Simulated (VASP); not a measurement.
# Sb (Fm-3m) in VASP: notebook

The runs below take Sb through single point, with LDA.

All numbers are computed with VASP 6.6.1; they aren't measurements. Logs are shortened: lines on timing, memory, paths and dates and some standing lists are left out, and cuts for length are marked.

## 1. The cell of the first run

The structure is cubic, space group Fm-3m (No. 225). Conventional cell: a = 4.686 Å, b = 4.686 Å, c = 4.686 Å, α = 90.00°, β = 90.00°, γ = 90.00°. Sb (site symmetry m-3m) has 12 Sb at 3.31 Å within 4.4 Å.

This isn't the form of Sb at room conditions, which is rhombohedral.

## 2. Single point, LDA

INCAR

```
SYSTEM = Sb
PREC     = Accurate       ! precision mode
ENCUT    = 520            ! plane-wave cutoff, eV
EDIFF    = 1E-6           ! SCF threshold, eV
ISMEAR   = -1             ! smearing method
SIGMA    = 0.05           ! smearing width, eV
LREAL    = .FALSE.        ! projectors in reciprocal space
LASPH    = .TRUE.         ! aspherical terms in the spheres
NELM     = 80             ! most SCF steps
ALGO     = Normal         ! electronic algorithm
ISIF     = 2              ! what is computed and relaxed
LWAVE    = .FALSE.        ! write WAVECAR
LCHARG   = .FALSE.        ! write CHGCAR
NBANDS   = 14             ! bands
```

KPOINTS

```
Automatic mesh
0
G
  14 14 5
  0 0 0
```

POSCAR

```
Sb
1.0
    0.0000000000      2.3430181388     -2.3430181388
   -2.3430181388      0.0000000000      2.3430181388
    4.6860362776      4.6860362776      4.6860362776
Sb
3
Direct
    0.0000000000      0.0000000000      0.0000000000
    0.3333333330      0.6666666670      0.3333333330
    0.6666666670      0.3333333330      0.6666666670
```

Potentials or basis: VASP PAW LDA potentials, release 64 (Sb).

Run with:

```
cat potpaw_LDA.64/Sb/POTCAR > POTCAR
mpirun -np 1 vasp_std > vasp.out
```

OUTCAR:

```text
SYSTEM = Sb
   PREC = Accurate
   ENCUT = 520
   EDIFF = 1E-6
   ISMEAR = -1
   LREAL = .FALSE.
   LASPH = .TRUE.
   NELM = 80
   ISIF = 2

 ion  position               nearest neighbor table
   1  0.000  0.000  0.000-   2 3.31   3 3.31   3 3.31   2 3.31   3 3.31   2 3.31
   2  0.333  0.667  0.333-   1 3.31   1 3.31   1 3.31   3 3.31   3 3.31   3 3.31
   3  0.667  0.333  0.667-   1 3.31   1 3.31   1 3.31   2 3.31   2 3.31   2 3.31

  LATTYP: Found a hexagonal cell.
 ALAT       =     3.3135280288
 C/A-ratio  =     2.4494897428

  Lattice vectors:

 A1 = (   0.0000000000,   2.3430181388,  -2.3430181388)
 A2 = (  -2.3430181388,   0.0000000000,   2.3430181388)
 A3 = (   4.6860362776,   4.6860362776,   4.6860362776)

Analysis of symmetry for initial positions (statically):
=====================================================================
 Subroutine PRICEL returns following result:

  LATTYP: Found a face centered cubic cell.
 ALAT       =     4.6860362729

  Lattice vectors:

 A1 = (   2.3430181365,   2.3430181365,   0.0000000000)
 A2 = (  -0.0000000023,   2.3430181365,   2.3430181388)
 A3 = (   2.3430181435,   0.0000000047,   2.3430181388)

   3 primitive cells build up your supercell.

 Routine SETGRP: Setting up the symmetry group for a
 hexagonal supercell.

 Subroutine GETGRP returns: Found 12 space group operations
 (whereof 12 operations were pure point group operations)
 out of a pool of 24 trial point group operations.

The static configuration has the point symmetry D_3d.

Analysis of symmetry for dynamics (positions and initial velocities):
=====================================================================
 Subroutine PRICEL returns following result:

  LATTYP: Found a face centered cubic cell.
 ALAT       =     4.6860362729

  Lattice vectors:

 A1 = (   2.3430181365,   2.3430181365,   0.0000000000)
 A2 = (  -0.0000000023,   2.3430181365,   2.3430181388)
 A3 = (   2.3430181435,   0.0000000047,   2.3430181388)

   3 primitive cells build up your supercell.

 Routine SETGRP: Setting up the symmetry group for a
 hexagonal supercell.

 Subroutine GETGRP returns: Found 12 space group operations
 (whereof 12 operations were pure point group operations)
 out of a pool of 24 trial point group operations.

The dynamic configuration has the point symmetry D_3d.

 Subroutine INISYM returns: Found 12 space group operations
 (whereof 12 operations are pure point group operations),
 and found     3 'primitive' translations

----------------------------------------------------------------------------------------

                                     Primitive cell

  volume of cell :      25.7251

  direct lattice vectors                    reciprocal lattice vectors
     2.343018136  2.343018136  0.000000000     0.213399969  0.213399971 -0.213399970
    -0.000000002  2.343018136  2.343018139    -0.213399970  0.213399970  0.213399970
     2.343018143  0.000000005  2.343018139     0.213399970 -0.213399970  0.213399970

  length of vectors
     3.313528025  3.313528027  3.313528032     0.369619590  0.369619590  0.369619590

  position of ions in fractional coordinates (direct lattice)
     0.000000000  0.000000000  0.000000000

  ion indices of the primitive-cell ions
   primitive index   ion index
                 1           1

----------------------------------------------------------------------------------------

 KPOINTS: Automatic mesh

Automatic generation of k-mesh.
 Grid dimensions read from file:
 generate k-points for:   14   14    5

 Generating k-lattice:

  Cartesian coordinates                     Fractional coordinates (reciprocal lattice)
    -0.010161903  0.020323807 -0.010161903     0.071428571  0.000000000  0.000000000
    -0.020323807  0.010161903  0.010161903     0.000000000  0.071428571  0.000000000
     0.014226665  0.014226665  0.014226665     0.000000000  0.000000000  0.200000000

  Length of vectors
     0.024891478  0.024891478  0.024641306

  Shift w.r.t. Gamma in fractional coordinates (k-lattice)
     0.000000000  0.000000000  0.000000000

 Subroutine IBZKPT returns following result:
 ===========================================

 Found    104 irreducible k-points:

 Following reciprocal coordinates:
            Coordinates               Weight
  0.000000  0.000000  0.000000      1.000000
  0.071429  0.000000  0.000000      6.000000
  0.142857  0.000000  0.000000      6.000000
  0.214286  0.000000  0.000000      6.000000
  0.285714  0.000000  0.000000      6.000000
  0.357143  0.000000  0.000000      6.000000
[... 16 lines left out ...]
  0.285714  0.285714  0.000000      6.000000
  0.357143  0.285714 -0.000000      6.000000
 [... further k-points ...]
   k-points           NKPTS =    104   k-points in BZ     NKDIM =    104   number of bands    NBANDS=     14
   number of dos      NEDOS =    301   number of ions     NIONS =      3
   total plane-waves  NPLWV =  47040
   dimension x,y,z NGX =    28 NGY =   28 NGZ =   60
   dimension x,y,z NGXF=    56 NGYF=   56 NGZF=  120
   ions per type =               3
   NGX,Y,Z   is equivalent  to a cutoff of  14.05, 14.05, 12.29 a.u.
   NGXF,Y,Z  is equivalent  to a cutoff of  28.10, 28.10, 24.58 a.u.
 SYSTEM =  Sb
   PREC   = accura    normal or accurate (medium, high low for compatibility)
   ISTART =      0    job   : 0-new  1-cont  2-samecut
   ICHARG =      2    charge: 1-file 2-atom 10-const
   ISPIN  =      1    spin polarized calculation?
   LNONCOLLINEAR =      F non collinear calculations
   LSORBIT =      F    spin-orbit coupling
   LASPH  =      T    aspherical Exc in radial PAW
   ENCUT  =  520.0 eV  38.22 Ry    6.18 a.u.   6.16  6.16 15.09*2*pi/ulx,y,z
   NELM   =     80;   NELMIN=  2; NELMDL= -5     # of ELM steps
   EDIFF  = 0.1E-05   stopping-criterion for ELM
   LREAL  =      F    real-space projection
   EDIFFG = 0.1E-04   stopping-criterion for IOM
   NSW    =      0    number of steps for IOM
   IBRION =     -1    ionic relax: 0-MD 1-quasi-New 2-CG
   NFREE  =      0    steps in history (QN), initial steepest desc. (CG)
   ISIF   =      2    stress and relaxation
   ISYM   =      2    0-nonsym 1-usesym 2-fastsym
   POTIM  = 0.5000    time-step for ionic-motion
   TEBEG  =    0.0;   TEEND  =   0.0 temperature during run
   PSTRESS=    0.0 pullay stress
   NELECT =      15.0000    total number of electrons
   NUPDOWN=      -1.0000    fix difference up-down
   EMIN   =  10.00;   EMAX   =-10.00  energy-range for DOS
   EFERMI =   0.00;   METHOD = LEGACY
   ISMEAR =    -1;   SIGMA  =   0.05  broadening in eV -4-tet -1-fermi 0-gaus
   EFERMI_NEDOS =   21; number of points for ismear=-14 and -15
   IALGO  =     38    algorithm
   IMIX   =      4    mixing-type and parameters
     AMIX     =   0.40;   BMIX     =  1.00
     AMIX_MAG =   1.60;   BMIX_MAG =  1.00
  volume/ion in A,a.u.               =      25.73       173.60
  Fermi-wavevector in a.u.,A,eV,Ry     =   0.948300  1.792028 12.235356  0.899273
  Thomas-Fermi vector in A             =   2.076476
   LORBIT       =      0    0 simple, 1 ext, 2 COOP (PROOUT), +10 PAW based schemes
   GGA     = CA    functional components
   LHFCALC =     F    Hartree Fock is set to
   AEXX    =    0.0000 exact exchange contribution
   IVDW    =     0    specifies the selected vdW correction
   LEPSILON=     F    determine dielectric tensor
   LRPA    =     F    only Hartree local field effects (RPA)
 non-spin polarized calculation
  energy-cutoff  :      520.00
  volume of cell :       77.18
 maximum number of plane-waves:      2095
 NGX is ok and might be reduce to    28
   NGX = 13   NGY = 13   NGZ = 31

 number of electron      14.9999999 magnetization

 Free energy of the ion-electron system (eV)
  ---------------------------------------------------
  ext. energy  EPLUGINS =         0.00000000
  ---------------------------------------------------
  free energy    TOTEN  =       -13.59316584 eV

  energy without entropy =      -13.56927692  energy(sigma->0) =      -13.58122138

 E-fermi :   9.0669     XC(G=0): -10.5699

 val. band max:        9.0667524097   @ k =   0.3571   0.0714  -0.0000
 cond. band min:       9.0695437882   @ k =   0.2143   0.1429   0.2000
 fundamental gap:      0.0027913785
 Fermi energy:         9.0668647730

 k-point     1 :       0.0000    0.0000    0.0000
  band No.  band energies     occupation
      1      -4.2847      2.00000
      2      -2.0577      2.00000
      3      -2.0577      2.00000
      4       5.8474      2.00000
      5       5.8474      2.00000
      6      13.1250      0.00000
      7      13.1250      0.00000
      8      13.1250      0.00000
      9      13.1250      0.00000
     10      14.5870      0.00000
     11      14.5870      0.00000
     12      14.5871      0.00000
     13      17.3050      0.00000
     14      17.3050      0.00000

 k-point     2 :       0.0714    0.0000    0.0000
  band No.  band energies     occupation
      1      -4.1912      2.00000
      2      -1.9675      2.00000
      3      -1.9669      2.00000
      4       5.9266      2.00000
      5       5.9294      2.00000
      6      11.8745      0.00000
      7      12.4534      0.00000
      8      12.7853      0.00000
      9      13.4225      0.00000
     10      13.7590      0.00000
     11      14.3169      0.00000
     12      14.5067      0.00000
     13      17.0733      0.00000
     14      17.8856      0.00000

 k-point     3 :       0.1429    0.0000    0.0000
  band No.  band energies     occupation
      1      -3.9113      2.00000
      2      -1.7000      2.00000
      3      -1.6945      2.00000
      4       6.1460      2.00000
      5       6.1697      2.00000
      6       9.9917      0.00000
      7      11.4492      0.00000
      8      11.6586      0.00000
      9      12.0161      0.00000
     10      13.2382      0.00000
     11      13.7062      0.00000
     12      14.2294      0.00000
     13      15.9038      0.00000
     14      17.2425      0.00000

 k-point     4 :       0.2143    0.0000    0.0000
  band No.  band energies     occupation
      1      -3.4474      2.00000
      2      -1.2659      2.00000
      3      -1.2435      2.00000
      4       6.4279      2.00000
      5       6.4967      2.00000
      6       8.1388      2.00000
      7       9.9171      0.00000
      8      10.0814      0.00000
      9      10.9005      0.00000
     10      12.7818      0.00000
     11      13.0263      0.00000
     12      13.7145      0.00000
     13      14.9597      0.00000
     14      16.5303      0.00000

 k-point     5 :       0.2857    0.0000    0.0000
  band No.  band energies     occupation
      1      -2.8058      2.00000
      2      -0.6943      2.00000
      3      -0.6226      2.00000
      4       5.9232      2.00000
      5       6.4416      2.00000
      6       7.4910      2.00000
      7       8.2021      2.00000
      8       8.7737      1.99433
      9      10.2598      0.00000
     10      12.2868      0.00000
     11      12.4187      0.00000
[... 276 lines left out ...]
 k-point    22 :       0.3571    0.2143    0.0000
  band No.  band energies     occupation
      1      -0.0720      2.00000
      2       0.6385      2.00000
      3       1.3971      2.00000
      4       4.2678      2.00000
      5       4.6198      2.00000
      6       5.0003      2.00000
      7       6.3957      2.00000
      8       7.4355      2.00000
      9       7.5039      2.00000
     10       9.9520      0.00000
     11      10.5815      0.00000
     12      11.5060      0.00000
     13      14.0600      0.00000
     14      15.7603      0.00000

 k-point    23 :       0.2857    0.2857    0.0000
  band No.  band energies     occupation
      1      -0.1221      2.00000
      2       1.0992      2.00000
      3       1.0992      2.00000
      4       4.6460      2.00000
      5       4.6460      2.00000
      6       5.7613      2.00000
      7       6.3932      2.00000
      8       6.3932      2.00000
      9       6.5742      2.00000
     10      10.2411      0.00000
     11      10.2411      0.00000
     12      11.7890      0.00000
     13      14.7922      0.00000
     14      14.7922      0.00000

 k-point    24 :       0.3571    0.2857   -0.0000
  band No.  band energies     occupation
      1       0.6815      2.00000
      2       0.6815      2.00000
      3       1.2504      2.00000
      4       5.0390      2.00000
      5       5.0390      2.00000
      6       5.0914      2.00000
      7       5.5673      2.00000
      8       6.1931      2.00000
      9       6.1931      2.00000
     10      10.5069      0.00000
     11      11.0264      0.00000
     12      11.0264      0.00000
     13      14.3414      0.00000
     14      14.9760      0.00000

 [... further k-points ...]

------------------------ aborting loop because EDIFF is reached ----------------------------------------

  FORCE on cell =-STRESS in cart. coord.  units (eV):
  Direction    XX          YY          ZZ          XY          YZ          ZX
  --------------------------------------------------------------------------------------
  -------------------------------------------------------------------------------------
  Total        0.0465242      0.0465242      0.0465242     -0.1439630     -0.1439630     -0.1439630
  in kB        0.9658533      0.9658533      0.9658533     -2.9887064     -2.9887064     -2.9887064
  external PRESSURE =       0.9658533 kB  Pullay stress =       0.0000000 kB

 VOLUME and BASIS-vectors are now :
 -----------------------------------------------------------------------------
  energy-cutoff  :      520.00
  volume of cell :       77.18
      direct lattice vectors                 reciprocal lattice vectors
     0.000000000  2.343018139 -2.343018139    -0.142266647  0.284533293 -0.142266647
    -2.343018139  0.000000000  2.343018139    -0.284533293  0.142266647  0.142266647
     4.686036278  4.686036278  4.686036278     0.071133323  0.071133323  0.071133323

 POSITION                                       TOTAL-FORCE (eV/Angst)
 -----------------------------------------------------------------------------------
      0.00000      0.00000      0.00000        -0.000000     -0.000000     -0.000000
     -0.00000      2.34302      2.34302         0.000000      0.000000     -0.000000
      2.34302      4.68604      2.34302        -0.000000     -0.000000      0.000000
 -----------------------------------------------------------------------------------
    total drift:                               -0.000000      0.000000      0.000000

  FREE ENERGIE OF THE ION-ELECTRON SYSTEM (eV)
  ---------------------------------------------------
  free  energy   TOTEN  =       -13.5931658388 eV

  energy  without entropy=      -13.5692769174  energy(sigma->0) =      -13.58122138
```

Wall time 62 s (1 thread of Intel Xeon Platinum 8488C (Sapphire Rapids), shared host); peak memory 0.22 GiB.

Results:

* Free energy: -13.5932 eV
* Pressure: 0.1 GPa
* Band gap on the k mesh: zero (an odd number of electrons rules out a gap without spin polarisation)

Levels at points of the mesh, in eV from the Fermi level:
```tsv
k point	band 3	band 4	band 5	band 6	band 7	band 8	band 9	band 10	band 11	band 12
(0.00, 0.00, 0.00)	-11.12	-3.22	-3.22	4.06	4.06	4.06	4.06	5.52	5.52	5.52
(0.50, 0.00, 0.00)	-7.64	-5.20	-5.17	-5.17	0.31	0.31	0.93	0.93	2.48	2.48
```

Caveat: spin-orbit coupling is left out, which moves the levels of the heavy elements.

(Continued in part 2 of 2.)
